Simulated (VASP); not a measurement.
Mo:

```
Mo
1.0
     2.75612    0.00000    0.00000
    -1.37806    2.38687    0.00000
     0.00000    0.00000    7.34973
Mo
3
Cartesian
  0.0000 0.0000 0.0000
  0.0000 1.5912 2.4499
  1.3781 0.7956 4.8998
```

| Property | Result |
| --- | --- |
| Program | VASP 6.6.1 |
| Task | relaxation of cell and atoms |
| Functional | PBE |
| Potentials or basis | VASP PAW PBE potentials, release 64 (Mo_sv) |
| Cutoff | 600 eV |
| k mesh | 18 × 18 × 7 |
| Occupations | gaussian, width 0.1 eV |
| Spin | no spin polarisation |

At the start: pressure 0.5 GPa; volume 16.12 Å³/atom.

Question: How do energy, volume and symmetry change on relaxing?

Answer: Over 18 steps the energy falls by 4.5 meV/atom and the volume is 16.09 Å³/atom (-0.2 %); space group R-3m (No. 166, to 0.1 Å) before and after.

The path:
| step | energy change (eV) | largest force (eV/Å) | pressure (GPa) | volume (Å³) |
| --- | --- | --- | --- | --- |
| 1 | 0.0000 | 0.0000 | 0.52 | 48.35 |
| 2 | -0.0103 | 0.0000 | -1.86 | 48.71 |
| 3 | -0.0103 | 0.0000 | -1.79 | 48.69 |
| 4 | -0.0093 | 0.0000 | 2.61 | 47.74 |
| 5 | -0.0134 | 0.0000 | 0.10 | 48.26 |
| 6 | -0.0134 | 0.0000 | 0.26 | 48.24 |
| 7 | -0.0133 | 0.0000 | -0.68 | 48.39 |
| 8 | -0.0134 | 0.0000 | 0.00 | 48.30 |
| 9 | -0.0134 | 0.0000 | -0.12 | 48.31 |
| 10 | -0.0134 | 0.0000 | -0.11 | 48.31 |
| 11 | -0.0134 | 0.0000 | 0.24 | 48.25 |
| 12 | -0.0134 | 0.0000 | 0.05 | 48.27 |
| 13 | -0.0134 | 0.0000 | 0.08 | 48.27 |
| 14 | -0.0135 | 0.0000 | 0.08 | 48.26 |
| 15 | -0.0135 | 0.0000 | 0.09 | 48.26 |
| 16 | -0.0135 | 0.0000 | 0.10 | 48.25 |
| 17 | -0.0135 | 0.0000 | -0.30 | 48.31 |
| 18 | -0.0135 | 0.0000 | 0.01 | 48.27 |

Final structure:
```yaml
crystal:
  lattice:
    - [2.78743, 0.00000, 0.00000]
    - [-1.39372, 2.41399, 0.00000]
    - [0.00000, 0.00000, 7.17399]
  atoms:
    - { symbol: Mo, position: [0.00000, 0.00000, 0.00000] }
    - { symbol: Mo, position: [0.33333, 0.66667, 0.33333] }
    - { symbol: Mo, position: [0.66667, 0.33333, 0.66667] }
```
